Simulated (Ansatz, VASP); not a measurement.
## Si3F2 in VASP and in Ansatz

```
Si F
1.0
     1.60852    0.92868    7.45630
    -1.60852    0.92868    7.45630
     0.00000   -1.85736    7.45630
Si F
3 2
Direct
  0.00000 0.00000 0.00000
  0.20950 0.20950 0.20950
  0.79050 0.79050 0.79050
  0.40000 0.40000 0.40000
  0.60000 0.60000 0.60000
```

Alike in both runs: task single point; functional PBE; k mesh 6 × 6 × 6; occupations gaussian, width 0.1 eV; no spin polarisation.

|  | VASP | Ansatz |
| --- | --- | --- |
| version | VASP 6.6.1 | Ansatz 0.2.0 |
| potentials or method | VASP PAW PBE potentials, release 64 (Si, F), cutoff 520 eV | scalar-relativistic, plane waves, PAW |
| valence electrons in the cell | 26 | 26 |

```csv
,VASP,Ansatz,Ansatz less VASP
gap on the k mesh at the Fermi level (eV),none,none,-
pressure (GPa),16.7,16.8,+0.14
"traceless stress, the component that is largest in VASP (GPa)",6.66,6.74,+0.081
rms of the force components (eV/Å),1.085,1.084,-0.0015
```

Atom by atom the forces differ by 0.004 eV/Å (rms over components). A gap of «none» marks a metal or a gap that the smearing closes.

The k mesh is coarse, so the values compare programs but aren't converged.
